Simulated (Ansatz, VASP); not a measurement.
**Pt: VASP beside Ansatz**

```
CELL_PARAMETERS angstrom
0.00000 2.06689 1.75686
2.06689 0.00000 1.75686
2.06689 2.06689 0.00000
ATOMIC_POSITIONS crystal
Pt 0.00000 0.00000 0.00000
```

Alike in both runs: task single point; functional PBE; k mesh 24 × 24 × 24; occupations fermi-dirac, width 0.02 eV; no spin polarisation.

|  | VASP | Ansatz |
| --- | --- | --- |
| version | VASP 6.6.1 | Ansatz 0.2.0 |
| potentials or method | VASP PAW PBE potentials, release 64 (Pt), cutoff 520 eV | scalar-relativistic, plane waves, PAW |
| valence electrons in the cell | 10 | 18 |

Ansatz gave:

| Item | Value |
| --- | --- |
| gap on the k mesh at the Fermi level (eV) | none |
| pressure (GPa) | 13.1 |
| traceless stress, the component that is largest in VASP (GPa) | 4.50 |

Question: What did VASP give for the same quantities?

Answer: gap on the k mesh at the Fermi level (eV): none; pressure (GPa): 12.6; traceless stress, the component that is largest in VASP (GPa): 4.47.

A gap of «none» marks a metal or a gap that the smearing closes. The functional is the same, so the differences come from potentials, cutoffs and numerics. VASP's potentials hold 10 valence electrons a cell and Ansatz's 18, so a difference there can come from the potentials and not from the codes.

Spin-orbit coupling is off throughout.
